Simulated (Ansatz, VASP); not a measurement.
# Two plane-wave programs on Sc2S5

```
Sc S
1.0
    -2.57655    2.57655    7.37631
     2.57655   -2.57655    7.37631
     2.57655    2.57655   -7.37631
Sc S
2 5
Direct
  0.34141 0.34141 0.00000
  0.65859 0.65859 0.00000
  0.50000 0.50000 0.00000
  0.17838 0.67838 0.50000
  0.67838 0.17838 0.50000
  0.32162 0.82162 0.50000
  0.82162 0.32162 0.50000
```

Alike in both runs: functional PBE; k mesh 8 × 8 × 8; occupations gaussian, width 0.02 eV; no spin polarisation.

Ansatz relaxed the structure, and its values are those at the end. VASP's run is a single point on that final structure, the one shown.

|  | VASP | Ansatz |
| --- | --- | --- |
| version | VASP 6.6.1 | Ansatz 0.2.0 |
| potentials or method | VASP PAW PBE potentials, release 64 (Sc_sv, S), cutoff 520 eV | scalar-relativistic, plane waves, PAW |
| valence electrons in the cell | 52 | 52 |

Ansatz gave:

| Item | Value |
| --- | --- |
| gap on the k mesh at the Fermi level (eV) | 1.03 |
| least direct gap on the mesh (eV) | 1.13 |
| pressure (GPa) | 0.0 |
| rms of the force components (eV/Å) | 0.004 |

Question: What did VASP give for the same quantities?

Answer: gap on the k mesh at the Fermi level (eV): 1.03; least direct gap on the mesh (eV): 1.13; pressure (GPa): -0.1; rms of the force components (eV/Å): 0.048.
